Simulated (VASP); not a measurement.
Input of a VASP 6.6.1 run:

The input INCAR:

```
SYSTEM = Ge
ALGO = Normal
EDIFF = 1E-6
ENCUT = 520
GGA = PE
ISIF = 2
ISMEAR = 0
LASPH = .True.
LCHARG = .False.
LREAL = .False.
LWAVE = .False.
NBANDS = 13
NELM = 60
PREC = Accurate
SIGMA = 0.014
```

Contents of KPOINTS:

```
k-points
0
Gamma
  12 12 12
  0 0 0
```

POSCAR

```
Ge
1.0
   -1.6084200000      1.6084200000      1.8731800000
    1.6084200000     -1.6084200000      1.8731800000
    1.6084200000      1.6084200000     -1.8731800000
Ge
1
Direct
    0.5000000000      0.5000000000      0.0000000000
```

Potentials or basis: VASP PAW PBE potentials, release 64 (Ge_d).

The run is started by

```bash
$ cat potpaw_PBE.64/Ge_d/POTCAR > POTCAR
$ mpirun -np 1 vasp_std > vasp.out
```

**Question.** Estimate the pressure.

**Answer.** 0.8 GPa.

**Question.** What does it give for the band gap on the k mesh?

**Answer.** Zero (band 7 reaches 15.11 eV, above the bottom of band 8 at 3.80 eV).

Stress tensor (GPa, compression positive):
```
0.44 0.00 0.00
0.00 0.44 0.00
0.00 0.00 1.41
```
